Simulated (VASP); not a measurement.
## SnSe2: relaxation of cell and atoms with PBEsol

Crystal: SnSe2.

```
CELL_PARAMETERS angstrom
3.43169 0.00000 0.00000
-1.71585 2.97193 0.00000
0.00000 0.00000 5.00349
ATOMIC_POSITIONS crystal
Sn 0.00000 0.00000 0.00000
Se 0.66667 0.33333 0.68861
Se 0.33333 0.66667 0.31139
```

```yaml
Program: VASP 6.6.1
Task: relaxation of cell and atoms
Functional: PBEsol
Potentials_or_basis: VASP PAW PBE potentials, release 64 (Sn_d, Se)
Cutoff: 600 eV
k_mesh: 12 × 12 × 8
Occupations: gaussian, width 0.1 eV
Spin: no spin polarisation
Target_pressure: 60 GPa
Dipole_correction: no
Further_INCAR_settings: ALGO = Normal; EDIFF = 1e-07; IBRION = 2; EDIFFG = -0.008; NSW = 70; ISIF = 3
```

The relaxed volume is 16.03 Å³/atom. The relaxed cell is a = 3.259 Å, b = 3.259 Å, c = 5.230 Å, α = 90.00°, β = 90.00°, γ = 120.00°, the space group after relaxing (to 0.05 Å) is P-3m1 (No. 164) and the energy change on relaxing (the enthalpy is what falls) is +313.7 meV/atom. The ionic steps are 22, the pressure after relaxing is 60.0 GPa and the band gap on the k mesh is zero (band 13 reaches 12.00 eV, above the bottom of band 14 at 9.03 eV).

Forces in eV/Å, atoms in the order of the input:
```
Sn   0.000  0.000  0.000
Se   0.000  0.000  0.002
Se   0.000  0.000 -0.002
```

Step by step:
| step | energy change (eV) | largest force (eV/Å) | pressure (GPa) | volume (Å³) |
| --- | --- | --- | --- | --- |
| 1 | 0.0000 | 0.6126 | 48.91 | 51.03 |
| 2 | 3.7904 | 1.4838 | 110.01 | 42.81 |
| 3 | 0.7083 | 0.8492 | 60.62 | 48.91 |
| 4 | 0.7469 | 0.8604 | 61.25 | 48.81 |
| 5 | 0.8267 | 0.0542 | 60.61 | 48.46 |
| 6 | 0.8401 | 0.1529 | 60.58 | 48.42 |
| 7 | 0.7094 | 0.1072 | 58.11 | 48.76 |
| 8 | 0.6917 | 0.1007 | 57.76 | 48.80 |
| 9 | 0.7260 | 0.0478 | 58.22 | 48.70 |
| 10 | 0.8342 | 0.1105 | 59.70 | 48.40 |
| 11 | 1.0788 | 0.5174 | 62.96 | 47.77 |
| 12 | 0.8713 | 0.1705 | 60.21 | 48.30 |
| 13 | 0.8898 | 0.1997 | 60.45 | 48.25 |
| 14 | 0.8886 | 0.1885 | 60.18 | 48.25 |
| 15 | 0.8886 | 0.1809 | 59.62 | 48.25 |
| 16 | 0.9232 | 0.1277 | 60.02 | 48.15 |
| 17 | 0.9770 | 0.0476 | 60.63 | 48.01 |
| 18 | 0.9258 | 0.0362 | 59.59 | 48.14 |
| 19 | 0.9481 | 0.0001 | 60.07 | 48.08 |
| 20 | 0.9471 | 0.0015 | 60.02 | 48.09 |
| 21 | 0.9456 | 0.0017 | 60.02 | 48.09 |
| 22 | 0.9410 | 0.0022 | 60.01 | 48.10 |

Final structure:
```
CELL_PARAMETERS angstrom
3.25899 0.00000 0.00000
-1.62950 2.82237 0.00000
0.00000 0.00000 5.22968
ATOMIC_POSITIONS crystal
Sn 0.00000 0.00000 0.00000
Se 0.66667 0.33333 0.67899
Se 0.33333 0.66667 0.32101
```

Levels at points of the mesh, in eV from the Fermi level:
| k point | band 11 | band 12 | band 13 | band 14 | band 15 | band 16 |
| --- | --- | --- | --- | --- | --- | --- |
| (0.00, 0.00, 0.00) | -0.44 | -0.44 | 0.02 | 2.29 | 3.71 | 5.88 |
| (0.50, 0.00, 0.00) | -5.61 | -4.51 | -0.15 | 1.99 | 2.92 | 3.00 |
| (0.00, 0.00, 0.50) | -1.69 | 0.21 | 0.21 | 3.99 | 4.30 | 4.60 |
| (0.50, 0.00, 0.50) | -3.20 | -2.76 | -2.65 | 0.66 | 0.97 | 3.40 |

It took 24 min on 1 thread of Intel(R) Xeon(R) Platinum 8488C (Sapphire Rapids), with other jobs on the host, peak memory 0.3 GiB.

Caveat: the cell is relaxed towards a set pressure, so the enthalpy falls and the energy may rise; the PAW data sets were made with another functional, which shifts forces and pressure a little; spin-orbit coupling is left out, which moves the levels of the heavy elements.
